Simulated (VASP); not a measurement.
# BeS (F-43m) in VASP: notebook, part 2 of 2

VASP 6.6.1. The steps go on from the part before.

## Step 3: Single point, PBE

File INCAR:

```
SYSTEM = BeS
  PREC = Accurate
  ENCUT = 600
  EDIFF = 1E-6
  ISMEAR = 0
  SIGMA = 0.1
  LREAL = .FALSE.
  LASPH = .TRUE.
  NELM = 120
  ALGO = Normal
  ISIF = 2
  LWAVE = .FALSE.
  LCHARG = .FALSE.
  GGA = PE
  NBANDS = 11
  GGA_COMPAT = .FALSE.
```

File KPOINTS:

```
regular mesh
0
G
  6 6 6
  0 0 0
```

File POSCAR:

```
BeS
1.0
    0.0000000000      2.4351516489      2.4351516489
    2.4351516489      0.0000000000      2.4351516489
    2.4351516489      2.4351516489      0.0000000000
Be S
1 1
Direct
    0.0000000000      0.0000000000      0.0000000000
    0.7500000000      0.7500000000      0.7500000000
```

Potentials or basis: VASP PAW PBE potentials, release 64 (Be, S).

Command:

```console
$ cat potpaw_PBE.64/Be/POTCAR potpaw_PBE.64/S/POTCAR > POTCAR
$ mpirun -np 1 vasp_std > vasp.out
```

OUTCAR:

```text
SYSTEM = BeS
   PREC = Accurate
   ENCUT = 600
   EDIFF = 1E-6
   ISMEAR = 0
   LREAL = .FALSE.
   LASPH = .TRUE.
   NELM = 120
   ISIF = 2
   GGA = PE

 ion  position               nearest neighbor table
   1  0.000  0.000  0.000-   2 2.11   2 2.11   2 2.11   2 2.11
   2  0.750  0.750  0.750-   1 2.11   1 2.11   1 2.11   1 2.11

  LATTYP: Found a face centered cubic cell.
 ALAT       =     4.8703032978

  Lattice vectors:

 A1 = (   0.0000000000,   2.4351516489,   2.4351516489)
 A2 = (   2.4351516489,   0.0000000000,   2.4351516489)
 A3 = (   2.4351516489,   2.4351516489,   0.0000000000)

Analysis of symmetry for initial positions (statically):
=====================================================================
 Subroutine PRICEL returns:
 Original cell was already a primitive cell.

 Routine SETGRP: Setting up the symmetry group for a
 face centered cubic supercell.

 Subroutine GETGRP returns: Found 24 space group operations
 (whereof 24 operations were pure point group operations)
 out of a pool of 48 trial point group operations.

The static configuration has the point symmetry T_d .

Analysis of symmetry for dynamics (positions and initial velocities):
=====================================================================
 Subroutine PRICEL returns:
 Original cell was already a primitive cell.

 Routine SETGRP: Setting up the symmetry group for a
 face centered cubic supercell.

 Subroutine GETGRP returns: Found 24 space group operations
 (whereof 24 operations were pure point group operations)
 out of a pool of 48 trial point group operations.

The dynamic configuration has the point symmetry T_d .

 Subroutine INISYM returns: Found 24 space group operations
 (whereof 24 operations are pure point group operations),
 and found     1 'primitive' translations

----------------------------------------------------------------------------------------

                                     Primitive cell

[... 106 lines left out ...]
   GGA     = PE    functional components
   LHFCALC =     F    Hartree Fock is set to
   AEXX    =    0.0000 exact exchange contribution
   IVDW    =     0    specifies the selected vdW correction
   LEPSILON=     F    determine dielectric tensor
   LRPA    =     F    only Hartree local field effects (RPA)
 non-spin polarized calculation
 Gauss-broadening in eV      SIGMA  =   0.10
  energy-cutoff  :      600.00
  volume of cell :       28.88
 maximum number of plane-waves:       982
   NGX = 13   NGY = 13   NGZ = 13

 number of electron       7.9999999 magnetization

 Free energy of the ion-electron system (eV)
  ---------------------------------------------------
  ext. energy  EPLUGINS =         0.00000000
  ---------------------------------------------------
  free energy    TOTEN  =       -10.01080794 eV

  energy without entropy =      -10.01080794  energy(sigma->0) =      -10.01080794

 E-fermi :   4.5220     XC(G=0):  -9.6782

 val. band max:        4.0475362414   @ k =   0.0000   0.0000   0.0000
 cond. band min:       7.1852185988   @ k =   0.5000   0.5000   0.0000
 fundamental gap:      3.1376823573
 Fermi energy:         4.5220211312

 k-point     1 :       0.0000    0.0000    0.0000
  band No.  band energies     occupation
      1      -9.5614      2.00000
      2       4.0475      2.00000
      3       4.0475      2.00000
      4       4.0475      2.00000
      5       9.7210      0.00000
      6       9.7210      0.00000
      7       9.7210      0.00000
      8       9.8276      0.00000
      9      16.8356      0.00000
     10      16.8356      0.00000
     11      18.8221      0.00000
[... 197 lines left out ...]
 k-point    16 :      -0.3333    0.5000    0.1667
  band No.  band energies     occupation
      1      -7.4146      2.00000
      2      -0.4941      2.00000
      3       0.6829      2.00000
      4       0.9116      2.00000
      5       9.1979      0.00000
      6      10.7128      0.00000
      7      14.0119      0.00000
      8      14.4739      0.00000
      9      18.4032      0.00000
     10      18.4523      0.00000
     11      20.9568      0.00000

------------------------ aborting loop because EDIFF is reached ----------------------------------------

  FORCE on cell =-STRESS in cart. coord.  units (eV):
  Direction    XX          YY          ZZ          XY          YZ          ZX
  --------------------------------------------------------------------------------------
  -------------------------------------------------------------------------------------
  Total        0.0751710      0.0751710      0.0751710      0.0000000      0.0000000      0.0000000
  in kB        4.1701594      4.1701594      4.1701594      0.0000000      0.0000000      0.0000000
  external PRESSURE =       4.1701594 kB  Pullay stress =       0.0000000 kB

 VOLUME and BASIS-vectors are now :
 -----------------------------------------------------------------------------
  energy-cutoff  :      600.00
  volume of cell :       28.88
      direct lattice vectors                 reciprocal lattice vectors
     0.000000000  2.435151649  2.435151649    -0.205326022  0.205326022  0.205326022
     2.435151649  0.000000000  2.435151649     0.205326022 -0.205326022  0.205326022
     2.435151649  2.435151649  0.000000000     0.205326022  0.205326022 -0.205326022

 POSITION                                       TOTAL-FORCE (eV/Angst)
 -----------------------------------------------------------------------------------
      0.00000      0.00000      0.00000         0.000000      0.000000     -0.000000
      3.65273      3.65273      3.65273        -0.000000     -0.000000      0.000000
 -----------------------------------------------------------------------------------
    total drift:                                0.000000      0.000000     -0.000000

  FREE ENERGIE OF THE ION-ELECTRON SYSTEM (eV)
  ---------------------------------------------------
  free  energy   TOTEN  =       -10.0108079440 eV

  energy  without entropy=      -10.0108079440  energy(sigma->0) =      -10.01080794
```

stdout:

```text
POSCAR found type information on POSCAR BeS
 POSCAR found :  2 types and       2 ions
 scaLAPACK will be used
 LDA part: xc-table for (Slater+PW92), standard interpolation
 POSCAR, INCAR and KPOINTS ok, starting setup
 FFT: planning ... GRIDC
 FFT: planning ... GRID_SOFT
 FFT: planning ... GRID
 WAVECAR not read
 entering main loop
```

It took 3.2 s on 1 thread of Intel Xeon 6975P-C (Granite Rapids), shared host; peak memory 0.14 GiB.

Results:

| Property | Result |
| --- | --- |
| Free energy | -10.0108 eV |
| Pressure | 0.4 GPa |
| Band gap on the k mesh | 3.14 eV, indirect (least direct gap 5.67 eV) |

A k mesh can miss the band edges. Expect the measured gap to be larger: semilocal functionals such as PBE lack the derivative discontinuity.

## Step 4: Single point, PBE

File INCAR:

```
SYSTEM = BeS
ALGO     = Normal         ! electronic algorithm
EDIFF    = 1E-6           ! SCF threshold, eV
ENCUT    = 600            ! plane-wave cutoff, eV
GGA      = PE             ! functional
GGA_COMPAT= .FALSE.      
ISIF     = 2              ! what is computed and relaxed
ISMEAR   = 0              ! smearing method
LASPH    = .TRUE.         ! aspherical terms in the spheres
LCHARG   = .FALSE.        ! write CHGCAR
LREAL    = .FALSE.        ! projectors in reciprocal space
LWAVE    = .FALSE.        ! write WAVECAR
NBANDS   = 11             ! bands
NELM     = 120            ! most SCF steps
PREC     = Accurate       ! precision mode
SIGMA    = 0.1            ! smearing width, eV
```

File KPOINTS:

```
k-points
0
G
  8 8 8
  0 0 0
```

File POSCAR:

```
BeS
1.0
    0.0000000000      2.4351516489      2.4351516489
    2.4351516489      0.0000000000      2.4351516489
    2.4351516489      2.4351516489      0.0000000000
Be S
1 1
Direct
    0.0090000000      0.8440000000      0.3330000000
    0.7590000000      1.5940000000      1.0830000000
```

Potentials or basis: VASP PAW PBE potentials, release 64 (Be, S).

Command:

```console
$ cat potpaw_PBE.64/Be/POTCAR potpaw_PBE.64/S/POTCAR > POTCAR
$ mpirun -np 1 vasp_std > vasp.out
```

OUTCAR:

```text
SYSTEM = BeS
   EDIFF = 1E-6
   ENCUT = 600
   GGA = PE
   ISIF = 2
   ISMEAR = 0
   LASPH = .TRUE.
   LREAL = .FALSE.
   NELM = 120
   PREC = Accurate

 ion  position               nearest neighbor table
   1  0.009  0.844  0.333-   2 2.11   2 2.11   2 2.11   2 2.11
   2  0.759  0.594  0.083-   1 2.11   1 2.11   1 2.11   1 2.11

  LATTYP: Found a face centered cubic cell.
 ALAT       =     4.8703032978

  Lattice vectors:

 A1 = (   0.0000000000,   2.4351516489,   2.4351516489)
 A2 = (   2.4351516489,   0.0000000000,   2.4351516489)
 A3 = (   2.4351516489,   2.4351516489,   0.0000000000)

Analysis of symmetry for initial positions (statically):
=====================================================================
 Subroutine PRICEL returns:
 Original cell was already a primitive cell.

 Routine SETGRP: Setting up the symmetry group for a
 face centered cubic supercell.

 Subroutine GETGRP returns: Found 24 space group operations
 (whereof  1 operations were pure point group operations)
 out of a pool of 48 trial point group operations.

The static configuration has the point symmetry C_1 .
 The point group associated with its full space group is T_d .

Analysis of symmetry for dynamics (positions and initial velocities):
[... 165 lines left out ...]
 Fermi energy:         4.5565727444

 k-point     1 :       0.0000    0.0000    0.0000
  band No.  band energies     occupation
      1      -9.5630      2.00000
      2       4.0458      2.00000
      3       4.0458      2.00000
      4       4.0458      2.00000
      5       9.7204      0.00000
      6       9.7204      0.00000
      7       9.7204      0.00000
      8       9.8261      0.00000
      9      16.8347      0.00000
     10      16.8347      0.00000
     11      18.8214      0.00000
[... 309 lines left out ...]
 k-point    24 :      -0.3750    0.2500    0.1250
  band No.  band energies     occupation
      1      -7.7174      2.00000
      2      -1.1338      2.00000
      3       1.3099      2.00000
      4       2.2404      2.00000
      5      10.1511      0.00000
      6      10.6053      0.00000
      7      13.1257      0.00000
      8      14.5070      0.00000
      9      15.4504      0.00000
     10      19.2965      0.00000
     11      19.9273      0.00000

 [... further k-points ...]
[... 5 lines left out ...]
  --------------------------------------------------------------------------------------
  -------------------------------------------------------------------------------------
  Total        0.0684964      0.0684964      0.0684964     -0.0000000      0.0000000     -0.0000000
  in kB        3.7998845      3.7998845      3.7998845     -0.0000000      0.0000000     -0.0000000
  external PRESSURE =       3.7998845 kB  Pullay stress =       0.0000000 kB

 VOLUME and BASIS-vectors are now :
 -----------------------------------------------------------------------------
  energy-cutoff  :      600.00
  volume of cell :       28.88
      direct lattice vectors                 reciprocal lattice vectors
     0.000000000  2.435151649  2.435151649    -0.205326022  0.205326022  0.205326022
     2.435151649  0.000000000  2.435151649     0.205326022 -0.205326022  0.205326022
     2.435151649  2.435151649  0.000000000     0.205326022  0.205326022 -0.205326022

 POSITION                                       TOTAL-FORCE (eV/Angst)
 -----------------------------------------------------------------------------------
      2.86617      0.83282      2.07718        -0.000000     -0.000000     -0.000000
      1.64860      2.05040      3.29476         0.000000      0.000000      0.000000
 -----------------------------------------------------------------------------------
    total drift:                               -0.000000      0.000001     -0.000001

  FREE ENERGIE OF THE ION-ELECTRON SYSTEM (eV)
  ---------------------------------------------------
  free  energy   TOTEN  =       -10.0134081756 eV

  energy  without entropy=      -10.0134081756  energy(sigma->0) =      -10.01340818
```

Run time: 4.9 s. Hardware: 1 thread of Intel Xeon 6975P-C (Granite Rapids), shared host; peak memory 0.15 GiB.

Results:

* Free energy: -10.0134 eV
* Pressure: 0.4 GPa
* Band gap on the k mesh: 3.14 eV, indirect (least direct gap 5.67 eV)

A k mesh can miss the band edges.

## Step 5: Overview

| level | k mesh | smearing | gap on the mesh (eV) | pressure (GPa) |
| --- | --- | --- | --- | --- |
| RPBE | 4 × 4 × 4 | tetrahedron | 3.24 | 3.2 |
| PBE | 6 × 6 × 6 | gaussian 0.1 eV | 3.14 | 0.4 |
| PBE | 8 × 8 × 8 | gaussian 0.1 eV | 3.14 | 0.4 |

Alike in all rows: task single point; potentials or basis VASP PAW PBE potentials, release 64 (Be, S); no spin polarisation; cell as given; cutoff (eV) 600.

Caveats: some runs use coarse meshes; the PAW data sets were made with another functional, which shifts forces and pressure a little (some runs).

Absolute energies hang on the potentials; compare differences alone.
